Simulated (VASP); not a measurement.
Here is a VASP 6.6.1 calculation.

Contents of INCAR:

```
PREC = Accurate
ENCUT = 520
EDIFF = 1E-6
ISMEAR = -1
SIGMA = 0.05
LREAL = F
LASPH = T
NELM = 80
ALGO = Normal
ISIF = 2
LWAVE = F
LCHARG = T
GGA = PE
LELF = T
LVHAR = T
NBANDS = 18
```

Contents of KPOINTS:

```
Automatic mesh
0
Gamma
  20 20 20
```

File POSCAR:

```
Si2W
1.0
   -1.6069000000      1.6069000000      3.9932490000
    1.6069000000     -1.6069000000      3.9932490000
    1.6069000000      1.6069000000     -3.9932490000
Si W
2 1
Direct
    0.3346949651      0.3346949651      0.0000000000
    0.6653050349      0.6653050349      0.0000000000
    0.0000000000      0.0000000000      0.0000000000
```

Potentials or basis: VASP PAW PBE potentials, release 64 (Si, W_sv).

Launch:

```sh
$ cat potpaw_PBE.64/Si/POTCAR potpaw_PBE.64/W_sv/POTCAR > POTCAR
$ mpirun -np 1 vasp_std > vasp.out
```

**Question.** Predict the band gap on the k mesh.

**Answer.** Zero (bands 11 and 12 overlap by 1.35 eV).

**Question.** Predict the pressure.

**Answer.** -1.4 GPa.

Stress tensor (GPa, compression positive):
```
 1.21  0.00  0.00
 0.00  1.21  0.00
 0.00  0.00 -6.64
```

Caveat: the cell differs from its parent crystal (z stretched by +2 %, then relaxed in part); the stress differs along the axes, from -7 to 1 GPa; spin-orbit coupling is left out, which moves the levels of the heavy elements.
